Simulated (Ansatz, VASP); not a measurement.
## One calculation of Bi, two programs

```
CELL_PARAMETERS angstrom
4.74619 0.00000 0.00000
-2.37310 4.11032 0.00000
0.00000 0.00000 5.38471
ATOMIC_POSITIONS crystal
Bi 0.22540 0.00000 0.33333
Bi 0.00000 0.22540 0.66667
Bi 0.77460 0.77460 0.00000
```

Alike in both runs: task relaxation of cell and atoms; functional PBEsol; k mesh 6 × 6 × 4; occupations gaussian, width 0.1 eV; no spin polarisation.

|  | VASP | Ansatz |
| --- | --- | --- |
| version | VASP 6.6.1 | Ansatz 0.2.0 |
| potentials or method | VASP PAW PBE potentials, release 64 (Bi_d), cutoff 600 eV | scalar-relativistic, plane waves, PAW |
| valence electrons in the cell | 45 | 45 |

Ansatz gave:

* gap on the k mesh at the Fermi level, each at its own relaxed structure (eV): none
* relaxed volume (Å³/atom): 33.46
* relaxed cell length with the largest relative difference (Å): 5.669

Task: Which values does VASP return?

Result: gap on the k mesh at the Fermi level, each at its own relaxed structure (eV): none; relaxed volume (Å³/atom): 33.48; relaxed cell length with the largest relative difference (Å): 5.662.

VASP's potentials were made for PBE, not for PBEsol. A gap of «none» marks a metal or a gap that the smearing closes.

Spin-orbit coupling is off throughout.
